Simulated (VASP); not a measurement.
# SiO2 (P4_2/mnm) in VASP: a series of runs, part 2 of 2

VASP 6.6.1.

## 4. Single point, r2SCAN (epitaxial xy strain -1.0%)

Contents of POSCAR:

```
SiO2
1.0
    4.1433369106      0.0000000000      0.0000000000
    0.0000000000      4.1433369106      0.0000000000
    0.0000000000      0.0000000000      2.6829309357
Si O
2 4
Direct
    0.0000000000      0.0000000000      0.0000000000
    0.5000000000      0.5000000000      0.5000000000
    0.3051305505      0.3051305505      0.0000000000
    0.1948694495      0.8051305505      0.5000000000
    0.8051305505      0.1948694495      0.5000000000
    0.6948694495      0.6948694495      0.0000000000
```

Contents of INCAR.step1:

```
PREC     = Accurate       # precision mode
ENCUT    = 520            # plane-wave cutoff, eV
ISMEAR   = 0              # smearing method
SIGMA    = 0.01           # smearing width, eV
LREAL    = False          # projectors in reciprocal space
LASPH    = True           # aspherical terms in the spheres
NELM     = 60             # most SCF steps
NBANDS   = 25             # bands
GGA      = PE             # functional
ALGO     = Normal         # electronic algorithm
EDIFF    = 1E-4           # SCF threshold, eV
LWAVE    = True           # write WAVECAR
LCHARG   = False          # write CHGCAR
```

Contents of INCAR.step2:

```
PREC     = Accurate       # precision mode
ENCUT    = 520            # plane-wave cutoff, eV
EDIFF    = 1E-7           # SCF threshold, eV
ISMEAR   = 0              # smearing method
SIGMA    = 0.01           # smearing width, eV
LREAL    = False          # projectors in reciprocal space
LASPH    = True           # aspherical terms in the spheres
NELM     = 60             # most SCF steps
ALGO     = Normal         # electronic algorithm
ISIF     = 2              # what is computed and relaxed
LWAVE    = False          # write WAVECAR
LCHARG   = False          # write CHGCAR
METAGGA  = R2SCAN         # meta-GGA
LMIXTAU  = True         
NBANDS   = 25             # bands
ISTART   = 1
```

Contents of KPOINTS:

```
regular mesh
0
Gamma
  6 6 10
```

Potentials or basis: VASP PAW PBE potentials, release 64 (Si, O).

Started as:

```bash
cat potpaw_PBE.64/Si/POTCAR potpaw_PBE.64/O/POTCAR > POTCAR
cp INCAR.step1 INCAR
mpirun -np 1 vasp_std > vasp.out
cp INCAR.step2 INCAR
mpirun -np 1 vasp_std > vasp.out
```

OUTCAR:

```text
PREC = Accurate
   ENCUT = 520
   EDIFF = 1E-7
   ISMEAR = 0
   LREAL = False
   LASPH = True
   NELM = 60
   ISIF = 2
   METAGGA = R2SCAN
   ISTART = 1

 ion  position               nearest neighbor table
   1  0.000  0.000  0.000-   4 1.76   5 1.76   4 1.76   5 1.76   3 1.79   6 1.79
   2  0.500  0.500  0.500-   3 1.76   6 1.76   3 1.76   6 1.76   5 1.79   4 1.79
   3  0.305  0.305  0.000-   2 1.76   2 1.76   1 1.79
   4  0.195  0.805  0.500-   1 1.76   1 1.76   2 1.79
   5  0.805  0.195  0.500-   1 1.76   1 1.76   2 1.79
   6  0.695  0.695  0.000-   2 1.76   2 1.76   1 1.79

  LATTYP: Found a simple tetragonal cell.
 ALAT       =     4.1433369106
 C/A-ratio  =     0.6475290312

  Lattice vectors:

 A1 = (   4.1433369106,   0.0000000000,   0.0000000000)
 A2 = (   0.0000000000,   4.1433369106,   0.0000000000)
 A3 = (   0.0000000000,   0.0000000000,   2.6829309357)

Analysis of symmetry for initial positions (statically):
=====================================================================
 Subroutine PRICEL returns:
 Original cell was already a primitive cell.
[... 184 lines left out ...]
 cond. band min:      14.7182408694   @ k =   0.0000   0.0000   0.0000
 fundamental gap:      6.6911588147
 Fermi energy:         8.1046374480

 k-point     1 :       0.0000    0.0000    0.0000
  band No.  band energies     occupation
      1     -15.6511      2.00000
      2     -11.9777      2.00000
      3     -11.9777      2.00000
      4     -11.6279      2.00000
      5      -3.1611      2.00000
      6       1.4819      2.00000
[... 661 lines left out ...]
     24      21.6839      0.00000
     25      23.3429      0.00000

 [... further k-points ...]

------------------------ aborting loop because EDIFF is reached ----------------------------------------

  FORCE on cell =-STRESS in cart. coord.  units (eV):
  Direction    XX          YY          ZZ          XY          YZ          ZX
  --------------------------------------------------------------------------------------
  -------------------------------------------------------------------------------------
  Total        1.7514704      1.7514704      0.2749476      0.0000000      0.0000000      0.0000000
  in kB       60.9261013     60.9261013      9.5642415      0.0000000      0.0000000      0.0000000
  external PRESSURE =      43.8054814 kB  Pullay stress =       0.0000000 kB

 VOLUME and BASIS-vectors are now :
 -----------------------------------------------------------------------------
  energy-cutoff  :      520.00
  volume of cell :       46.06
      direct lattice vectors                 reciprocal lattice vectors
     4.143336911  0.000000000  0.000000000     0.241351360  0.000000000  0.000000000
     0.000000000  4.143336911  0.000000000     0.000000000  0.241351360  0.000000000
     0.000000000  0.000000000  2.682930936     0.000000000  0.000000000  0.372726702

 POSITION                                       TOTAL-FORCE (eV/Angst)
 -----------------------------------------------------------------------------------
      0.00000      0.00000      0.00000         0.000000      0.000000      0.000000
      2.07167      2.07167      1.34147         0.000000      0.000000      0.000000
      1.26426      1.26426      0.00000        -0.012739     -0.012739     -0.000000
      0.80741      3.33593      1.34147         0.012739     -0.012739     -0.000000
      3.33593      0.80741      1.34147        -0.012739      0.012739      0.000000
      2.87908      2.87908      0.00000         0.012739      0.012739      0.000000
 -----------------------------------------------------------------------------------
    total drift:                                0.000000      0.000000     -0.000000

  FREE ENERGIE OF THE ION-ELECTRON SYSTEM (eV)
  ---------------------------------------------------
  free  energy   TOTEN  =       -58.7681294316 eV

  energy  without entropy=      -58.7681294316  energy(sigma->0) =      -58.76812943
```

OSZICAR.step1:

```text
N       E                     dE             d eps       ncg     rms          rms(c)
DAV:   1     0.130791363689E+03    0.13079E+03   -0.17711E+04  3024   0.124E+03
DAV:   2    -0.443867385502E+02   -0.17518E+03   -0.16841E+03  3755   0.280E+02
DAV:   3    -0.508518368433E+02   -0.64651E+01   -0.64365E+01  4021   0.512E+01
DAV:   4    -0.508921993041E+02   -0.40362E-01   -0.40350E-01  3492   0.467E+00
DAV:   5    -0.508925174784E+02   -0.31817E-03   -0.31810E-03  4041   0.392E-01    0.178E+01
DAV:   6    -0.461576490063E+02    0.47349E+01   -0.13206E+01  3787   0.245E+01    0.818E+00
DAV:   7    -0.461960534351E+02   -0.38404E-01   -0.78637E-01  3822   0.519E+00    0.296E+00
DAV:   8    -0.462104645193E+02   -0.14411E-01   -0.25571E-02  3712   0.138E+00    0.110E+00
DAV:   9    -0.462170288858E+02   -0.65644E-02   -0.94600E-03  3842   0.825E-01    0.264E-01
DAV:  10    -0.462172321073E+02   -0.20322E-03   -0.39997E-04  3728   0.143E-01    0.408E-02
DAV:  11    -0.462172148342E+02    0.17273E-04   -0.69345E-05  2412   0.617E-02
   1 F= -.46217215E+02 E0= -.46217215E+02  d E =-.155198E-37
```

Run time: 89 s. Hardware: 1 thread of Intel Xeon Platinum 8559C (Emerald Rapids), shared host; peak memory 0.18 GiB.

What came out:

```yaml
Free_energy: -58.7681 eV
Pressure: 4.4 GPa
Largest_force: 0.018 eV/Å
Band_gap_on_the_k_mesh: 6.69 eV, direct
```

Forces on the atoms (eV/Å):
```
Si   0.000  0.000  0.000
Si   0.000  0.000  0.000
O   -0.013 -0.013  0.000
O    0.013 -0.013  0.000
O   -0.013  0.013  0.000
O    0.013  0.013  0.000
```

Stress tensor (GPa, compression positive):
```
6.09 0.00 0.00
0.00 6.09 0.00
0.00 0.00 0.96
```

Caveat: the cell differs from its parent crystal (epitaxial xy strain -1.0%); the PAW data sets were made with another functional, which shifts forces and pressure a little. A k mesh can miss the band edges.

## 5. Overview

| cell | gap on the mesh (eV) | pressure (GPa) | largest force (eV/Å) |
| --- | --- | --- | --- |
| a = 4.060, b = 4.060, c = 2.714 Å, 6 atoms | 7.08 | 13.8 | 0.01 |
| a = 4.101, b = 4.101, c = 2.698 Å, 6 atoms | 6.88 | 8.9 | 0.01 |
| a = 4.143, b = 4.143, c = 2.683 Å, 6 atoms | 6.69 | 4.4 | 0.02 |

Alike in all rows: task single point; level r2SCAN; potentials or basis VASP PAW PBE potentials, release 64 (Si, O); no spin polarisation; k mesh 6 × 6 × 10; cutoff (eV) 520; smearing gaussian 0.01 eV.

Caveats: the PAW data sets were made with another functional, which shifts forces and pressure a little.

Absolute energies hang on the potentials; compare differences alone.
